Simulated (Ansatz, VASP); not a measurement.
# Co in VASP and in Ansatz

INCAR

```
SYSTEM = Co
PREC = Accurate
ENCUT = 520
EDIFF = 1E-6
ISMEAR = 0
SIGMA = 0.1
LREAL = .False.
LASPH = .True.
NELM = 150
ALGO = Fast
ISIF = 2
LWAVE = .False.
LCHARG = .True.
ISPIN = 2
MAGMOM = 1.8 1.8
LORBIT = 11
LMAXMIX = 4
GGA = PS
LELF = .True.
LVHAR = .True.
NBANDS = 20
```

KPOINTS

```
regular mesh
0
Gamma
  24 24 14
  0 0 0
```

POSCAR

```
Co
1.0
    2.5055812381      0.0000000000      0.0000000000
   -1.2527906191      2.1698970035      0.0000000000
    0.0000000000      0.0000000000      4.0489856229
Co
2
Direct
    0.3333333333      0.6666666667      0.2500000000
    0.6666666667      0.3333333333      0.7500000000
```

Input for Ansatz:

```yaml
crystal:
  lattice:
    - [2.5055812381, 0.0, 0.0]
    - [-1.2527906191, 2.1698970035, 0.0]
    - [0.0, 0.0, 4.0489856229]
  atoms:
    - { symbol: Co, position: [0.3333333333, 0.6666666667, 0.25], spin: 1.8 }
    - { symbol: Co, position: [0.6666666667, 0.3333333333, 0.75], spin: 1.8 }
basis:
  ecutwfc: 420
kpoints:
  mp_grid: { grid: [24, 24, 14] }
hamiltonian:
  xc: pbesol
scf:
  occupations: { method: gaussian, width: 0.1 }
output:
  forces: true
  stress: true
  eigenvalues: true
  populations: true
magnetization:
  spin_polarized: true
```

Change from the starting cell: equal strain along all axes, cell held, atoms relaxed: +2.0 %.

Alike in both runs: task single point; functional PBEsol; k mesh 24 × 24 × 14; occupations gaussian, width 0.1 eV; collinear spin.

|  | VASP | Ansatz |
| --- | --- | --- |
| version | VASP 6.6.1 | Ansatz 0.2.0 |
| potentials or method | VASP PAW PBE potentials, release 64 (Co), cutoff 520 eV | scalar-relativistic, plane waves, PAW |
| valence electrons in the cell | 18 | 34 |

VASP gave:

- gap on the k mesh at the Fermi level (eV): none
- pressure (GPa): -13.1
- traceless stress, the component that is largest in VASP (GPa): -0.12
- net moment per atom (μB): 1.62
- size of the moment on the site where the two differ most (μB): 1.64

Q: What did Ansatz give for the same quantities?

A: gap on the k mesh at the Fermi level (eV): none; pressure (GPa): -12.6; traceless stress, the component that is largest in VASP (GPa): -0.03; net moment per atom (μB): 1.62; size of the moment on the site where the two differ most (μB): 1.69.

VASP's potentials were made for PBE, not for PBEsol. Site moments also hang on the region over which each program counts them. A gap of «none» marks a metal or a gap that the smearing closes. VASP's potentials hold 18 valence electrons a cell and Ansatz's 34, so a difference there can come from the potentials and not from the codes.
